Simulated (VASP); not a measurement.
# Si31As (a cell with a defect) in VASP: single point with PBE

Aim: the single point of Si31As (a cell with a defect) with PBE.

Program: VASP 6.6.1. These are calculated values, not measurements. Logs are shortened: lines on timing, memory, paths and dates and some standing lists are left out, and cuts for length are marked.

### Step 1. The cell of the first run

The cell holds a defect, 32 atoms: a = 9.474 Å, b = 9.474 Å, c = 9.474 Å, α = 109.47°, β = 109.47°, γ = 109.47°.

### Step 2. Single point, PBE, collinear spin

Input file INCAR:

```
PREC = Accurate
ENCUT = 400
EDIFF = 1E-6
ISMEAR = 0
SIGMA = 0.01
LREAL = Auto
LASPH = True
NELM = 200
ALGO = Normal
ISIF = 2
LWAVE = False
LCHARG = False
ISPIN = 2
MAGMOM = 0.2 0 0 0 0 0 0 0 0 0 0 0 0 0 0 0 0.2 0 0 0 0 0 0.2 0 0.2 0 0 0 0.2 0 0 0
LORBIT = 11
GGA = PE
NBANDS = 90
GGA_COMPAT = False
```

Input file KPOINTS:

```
Automatic mesh
0
Gamma
  2 2 2
  0.5 0.5 0.5
```

Input file POSCAR:

```
Si31As
1.0
    5.4700937543      5.4700937543     -5.4700937543
   -5.4700937543      5.4700937543      5.4700937543
    5.4700937543     -5.4700937543      5.4700937543
As Si
1 31
Direct
    0.5001360685      0.7496098156      1.0003338524
    0.2480907376      0.7496145003      0.2495580680
    0.0000630886      0.7496504472      0.5006097155
    0.4999833393      0.9987317227      0.7481248755
    0.7493546127      0.7496172274      0.7483036679
    0.2482612809      0.9990270060      1.0006314106
    0.0014957187      0.0016409989      0.2524323513
    0.5001876739      0.2497244266      0.5005956441
    0.7522450811      0.0017505330      0.5017650573
    0.2508870945      0.2482415463      0.7510682465
    0.0001001983      0.2495691684      0.0004721417
    0.5000680096      0.4974585962      0.2495739529
    0.7522655601      0.2509610203      0.2524168468
    0.2509447996      0.5005475817      0.4991475863
   -0.0012665889      0.5002506614      0.7511122696
    0.7495760159      0.4977021333      0.0005769844
    0.2423775121      0.4918757553      0.7426580564
   -0.0001094436      0.4991749950      0.0003820903
    0.7505389230      0.4997682334      0.2508650526
    0.2495436755      0.7496042935      0.4999464210
    0.5001140161      0.4992693229      0.5001230710
   -0.0000263857      0.7497008271      0.7503063039
    0.7579490885      0.7496545845      0.0003049195
    0.2503799574      0.0001123720      0.2509431587
    0.5002181633      0.7496090405      0.2581618159
    0.0003855483     -0.0005259649      0.5006225340
    0.7504709283     -0.0000038955      0.7504944195
    0.2496523384      0.2492509659      0.0002954642
    0.5001889691      0.0073359397      0.0003329600
    0.0005313396      0.2499337671      0.2504663356
    0.7499493370      0.2499064798      0.5005963478
    0.5002896044      0.2494667068      0.7502737730
```

Potentials or basis: VASP PAW PBE potentials, release 64 (As, Si).

Started as:

```sh
$ cat potpaw_PBE.64/As/POTCAR potpaw_PBE.64/Si/POTCAR > POTCAR
$ mpirun -np 1 vasp_std > vasp.out
```

OUTCAR:

```text
PREC = Accurate
   ENCUT = 400
   EDIFF = 1E-6
   ISMEAR = 0
   LREAL = Auto
   LASPH = True
   NELM = 200
   ISIF = 2
   ISPIN = 2
   LORBIT = 11
   GGA = PE

 ion  position               nearest neighbor table
   1  0.500  0.750  0.000-  29 2.44  17 2.44  25 2.44  23 2.44
   2  0.248  0.750  0.250-  18 2.36  24 2.36  25 2.36  20 2.37
   3  0.000  0.750  0.501-  22 2.37  26 2.37  19 2.37  20 2.37
   4  0.500  0.999  0.748-  20 2.36  27 2.36  29 2.36  32 2.37
   5  0.749  0.750  0.748-  23 2.36  21 2.36  27 2.36  22 2.37
   6  0.248  0.999  0.001-  24 2.36  22 2.36  29 2.36  28 2.37
[... 24 lines left out ...]
  31  0.750  0.250  0.501-  13 2.36   9 2.36   8 2.37  15 2.37
  32  0.500  0.249  0.750-  10 2.36  16 2.36   8 2.37   4 2.37

  LATTYP: Found a body centered cubic cell.
 ALAT       =    10.9401875086

  Lattice vectors:

 A1 = (   5.4700937543,   5.4700937543,  -5.4700937543)
 A2 = (  -5.4700937543,   5.4700937543,   5.4700937543)
 A3 = (   5.4700937543,  -5.4700937543,   5.4700937543)

Analysis of symmetry for initial positions (statically):
=====================================================================
 Subroutine PRICEL returns:
 Original cell was already a primitive cell.

 Routine SETGRP: Setting up the symmetry group for a
 body centered cubic supercell.

 Subroutine GETGRP returns: Found  1 space group operations
 (whereof  1 operations were pure point group operations)
 out of a pool of 48 trial point group operations.

The static configuration has the point symmetry C_1 .

Analysis of symmetry for dynamics (positions and initial velocities):
=====================================================================
 Subroutine PRICEL returns:
 Original cell was already a primitive cell.

 Routine SETGRP: Setting up the symmetry group for a
 body centered cubic supercell.

 Subroutine GETGRP returns: Found  1 space group operations
 (whereof  1 operations were pure point group operations)
 out of a pool of 48 trial point group operations.

The dynamic configuration has the point symmetry C_1 .

Analysis of structural, dynamic, and magnetic symmetry:
=====================================================================
 Subroutine PRICEL returns:
 Original cell was already a primitive cell.

 Routine SETGRP: Setting up the symmetry group for a
 body centered cubic supercell.

 Subroutine GETGRP returns: Found  1 space group operations
 (whereof  1 operations were pure point group operations)
 out of a pool of 48 trial point group operations.

The overall configuration has the point symmetry C_1 .

 Subroutine INISYM returns: Found  1 space group operations
 (whereof  1 operations are pure point group operations),
 and found     1 'primitive' translations

----------------------------------------------------------------------------------------

                                     Primitive cell

  volume of cell :     654.7030

  direct lattice vectors                    reciprocal lattice vectors
     5.470093754  5.470093754 -5.470093754     0.091406112  0.091406112  0.000000000
    -5.470093754  5.470093754  5.470093754     0.000000000  0.091406112  0.091406112
     5.470093754 -5.470093754  5.470093754     0.091406112  0.000000000  0.091406112

  length of vectors
     9.474480305  9.474480305  9.474480305     0.129267763  0.129267763  0.129267763

  position of ions in fractional coordinates (direct lattice)
     0.500136068  0.749609816  0.000333852
     0.248090738  0.749614500  0.249558068
     0.000063089  0.749650447  0.500609715
     0.499983339  0.998731723  0.748124875
     0.749354613  0.749617227  0.748303668
     0.248261281  0.999027006  0.000631411
[... 24 lines left out ...]
     0.749949337  0.249906480  0.500596348
     0.500289604  0.249466707  0.750273773

  ion indices of the primitive-cell ions
   primitive index   ion index
                 1           1
                 2           2
                 3           3
[... 61 lines left out ...]
  0.250000  0.250000 -0.250000      2.000000
   k-points           NKPTS =      4   k-points in BZ     NKDIM =      4   number of bands    NBANDS=     90
   number of dos      NEDOS =    301   number of ions     NIONS =     32
   total plane-waves  NPLWV = 262144
   dimension x,y,z NGX =    64 NGY =   64 NGZ =   64
   dimension x,y,z NGXF=   128 NGYF=  128 NGZF=  128
   ions per type =               1  31
   NGX,Y,Z   is equivalent  to a cutoff of  11.23, 11.23, 11.23 a.u.
   NGXF,Y,Z  is equivalent  to a cutoff of  22.46, 22.46, 22.46 a.u.
 SYSTEM =  unknown system
   PREC   = accura    normal or accurate (medium, high low for compatibility)
   ISTART =      0    job   : 0-new  1-cont  2-samecut
   ICHARG =      2    charge: 1-file 2-atom 10-const
   ISPIN  =      2    spin polarized calculation?
   LNONCOLLINEAR =      F non collinear calculations
   LSORBIT =      F    spin-orbit coupling
   LASPH  =      T    aspherical Exc in radial PAW
   ENCUT  =  400.0 eV  29.40 Ry    5.42 a.u.  15.45 15.45 15.45*2*pi/ulx,y,z
   NELM   =    200;   NELMIN=  2; NELMDL= -5     # of ELM steps
   EDIFF  = 0.1E-05   stopping-criterion for ELM
   LREAL  =      T    real-space projection
   EDIFFG = 0.1E-04   stopping-criterion for IOM
   NSW    =      0    number of steps for IOM
   IBRION =     -1    ionic relax: 0-MD 1-quasi-New 2-CG
   NFREE  =      0    steps in history (QN), initial steepest desc. (CG)
   ISIF   =      2    stress and relaxation
   ISYM   =      2    0-nonsym 1-usesym 2-fastsym
   POTIM  = 0.5000    time-step for ionic-motion
   TEBEG  =    0.0;   TEEND  =   0.0 temperature during run
   PSTRESS=    0.0 pullay stress
   NELECT =     129.0000    total number of electrons
   NUPDOWN=      -1.0000    fix difference up-down
   EMIN   =  10.00;   EMAX   =-10.00  energy-range for DOS
   EFERMI =   0.00;   METHOD = LEGACY
   ISMEAR =     0;   SIGMA  =   0.01  broadening in eV -4-tet -1-fermi 0-gaus
   EFERMI_NEDOS =   21; number of points for ismear=-14 and -15
   IALGO  =     38    algorithm
   IMIX   =      4    mixing-type and parameters
     AMIX     =   0.40;   BMIX     =  1.00
     AMIX_MAG =   1.60;   BMIX_MAG =  1.00
  volume/ion in A,a.u.               =      20.46       138.07
  Fermi-wavevector in a.u.,A,eV,Ry     =   0.952628  1.800206 12.347286  0.907500
  Thomas-Fermi vector in A             =   2.081208
   LORBIT       =     11    0 simple, 1 ext, 2 COOP (PROOUT), +10 PAW based schemes
   GGA     = PE    functional components
   LHFCALC =     F    Hartree Fock is set to
   AEXX    =    0.0000 exact exchange contribution
   IVDW    =     0    specifies the selected vdW correction
   LEPSILON=     F    determine dielectric tensor
   LRPA    =     F    only Hartree local field effects (RPA)
 spin polarized calculation
 Gauss-broadening in eV      SIGMA  =   0.01
  energy-cutoff  :      400.00
  volume of cell :      654.70
 maximum number of plane-waves:     11922
 NGX is ok and might be reduce to    64
   NGX = 31   NGY = 31   NGZ = 31

 number of electron     128.9999983 magnetization       0.5000414

 Free energy of the ion-electron system (eV)
  ---------------------------------------------------
  ext. energy  EPLUGINS =         0.00000000
  ---------------------------------------------------
  free energy    TOTEN  =      -172.44588866 eV

  energy without entropy =     -172.44395975  energy(sigma->0) =     -172.44492420

 E-fermi :   6.1917     XC(G=0):  -9.3549

 val. band max:        6.1633307908   @ k =   0.2500   0.2500  -0.2500
 cond. band min:       6.1947002512   @ k =  -0.2500   0.2500   0.2500
 fundamental gap:      0.0313694604
 Fermi energy:         6.1917302525

 spin component 1

 k-point     1 :       0.2500    0.2500    0.2500
  band No.  band energies     occupation
      1      -6.7819      1.00000
      2      -5.4489      1.00000
      3      -5.4484      1.00000
      4      -5.4483      1.00000
      5      -4.6877      1.00000
      6      -3.6680      1.00000
[... 305 lines left out ...]
     75       7.8790      0.00000
     76       7.9483      0.00000
 Fermi energy:         6.1917302525

 spin component 2

 k-point     1 :       0.2500    0.2500    0.2500
  band No.  band energies     occupation
      1      -6.7682      1.00000
      2      -5.4337      1.00000
      3      -5.4332      1.00000
      4      -5.4331      1.00000
      5      -4.6742      1.00000
      6      -3.6525      1.00000
[... 305 lines left out ...]
     75       7.9014      0.00000
     76       7.9740      0.00000
 [bands above 76 left out]

------------------------ aborting loop because EDIFF is reached ----------------------------------------

  FORCE on cell =-STRESS in cart. coord.  units (eV):
  Direction    XX          YY          ZZ          XY          YZ          ZX
  --------------------------------------------------------------------------------------
  -------------------------------------------------------------------------------------
  Total       -0.0361687     -0.0253766     -0.0408789      0.0055040      0.0054231      0.0032167
  in kB       -0.0885113     -0.0621012     -0.1000380      0.0134693      0.0132713      0.0078718
  external PRESSURE =      -0.0835502 kB  Pullay stress =       0.0000000 kB

 VOLUME and BASIS-vectors are now :
 -----------------------------------------------------------------------------
  energy-cutoff  :      400.00
  volume of cell :      654.70
      direct lattice vectors                 reciprocal lattice vectors
     5.470093754  5.470093754 -5.470093754     0.091406112  0.091406112  0.000000000
    -5.470093754  5.470093754  5.470093754     0.000000000  0.091406112  0.091406112
     5.470093754 -5.470093754  5.470093754     0.091406112  0.000000000  0.091406112

 POSITION                                       TOTAL-FORCE (eV/Angst)
 -----------------------------------------------------------------------------------
     -1.36282      6.83440      1.36647         0.022310     -0.010682     -0.001460
     -1.37828      4.09244      4.10849        -0.002260     -0.001877      0.002810
     -1.36193      1.36262      6.83870        -0.001172      0.002718     -0.003896
      1.36411      4.10580      6.82051         0.001780      0.004792      0.003201
      4.09185      4.10623      4.09473        -0.006559      0.010069     -0.006550
     -4.10331      6.81933      4.11021        -0.006888     -0.004538     -0.004501
[... 24 lines left out ...]
      5.47359      2.73100      0.00303         0.003220     -0.000604     -0.002848
      5.47609     -0.00283      2.73204        -0.001430     -0.000444     -0.005402
 -----------------------------------------------------------------------------------
    total drift:                                0.040431     -0.027603     -0.004138

  FREE ENERGIE OF THE ION-ELECTRON SYSTEM (eV)
  ---------------------------------------------------
  free  energy   TOTEN  =      -172.4458886563 eV

  energy  without entropy=     -172.4439597464  energy(sigma->0) =     -172.44492420

 total charge

# of ion       s       p       d       tot
------------------------------------------
    1        1.211   1.546   0.049   2.806
    2        0.751   0.928   0.000   1.680
    3        0.752   0.926   0.000   1.678
    4        0.751   0.928   0.000   1.680
    5        0.751   0.928   0.000   1.680
    6        0.751   0.928   0.000   1.680
[... 24 lines left out ...]
   31        0.751   0.927   0.000   1.678
   32        0.751   0.927   0.000   1.678
--------------------------------------------------
tot         24.541  30.156   0.049  54.746

 magnetization (x)

# of ion       s       p       d       tot
------------------------------------------
    1        0.004   0.001   0.001   0.006
    2        0.001   0.001   0.000   0.002
    3        0.002   0.002   0.000   0.004
    4        0.001   0.001   0.000   0.002
    5        0.001   0.001   0.000   0.002
    6        0.001   0.001   0.000   0.002
[... 24 lines left out ...]
   31        0.001   0.001   0.000   0.002
   32        0.001   0.001   0.000   0.002
--------------------------------------------------
tot          0.048   0.039   0.001   0.088
```

Wall time 7.7 min (1 thread of Intel Xeon 6975P-C (Granite Rapids), shared host); peak memory 0.82 GiB.

What came out:

```yaml
Free_energy: -172.4459 eV
Pressure: 0.0 GPa
Largest_force: 0.025 eV/Å
Net_moment: 0.50 μB per cell
Valence_electrons_inside_the_program's_atomic_spheres: As 2.81; Si 1.68, 1.65 (each value once)
```

Forces on the atoms (eV/Å):
```
As   0.022 -0.011 -0.001
Si  -0.002 -0.002  0.003
Si  -0.001  0.003 -0.004
Si   0.002  0.005  0.003
Si  -0.007  0.010 -0.007
Si  -0.007 -0.005 -0.005
Si   0.002  0.002  0.007
Si   0.000  0.000  0.001
Si  -0.002  0.005  0.001
Si   0.001 -0.001  0.004
Si   0.001  0.000 -0.001
Si   0.000 -0.001 -0.002
Si   0.002 -0.002  0.004
Si  -0.002  0.000 -0.004
Si  -0.004  0.004  0.005
Si  -0.002 -0.004 -0.002
Si  -0.012 -0.008 -0.011
Si   0.000 -0.001  0.003
Si   0.001  0.000 -0.001
Si   0.003  0.000 -0.001
Si  -0.001  0.000 -0.003
Si  -0.001 -0.001  0.000
Si   0.010  0.001 -0.003
Si  -0.001 -0.003 -0.001
Si   0.005 -0.008  0.011
Si   0.001  0.000  0.002
Si   0.000  0.000 -0.001
Si   0.002  0.003  0.002
Si  -0.013  0.011  0.011
Si  -0.002  0.003 -0.001
Si   0.003 -0.001 -0.003
Si  -0.001  0.000 -0.005
```

Caveat: the k points lie up to 0.41 Å⁻¹ apart.
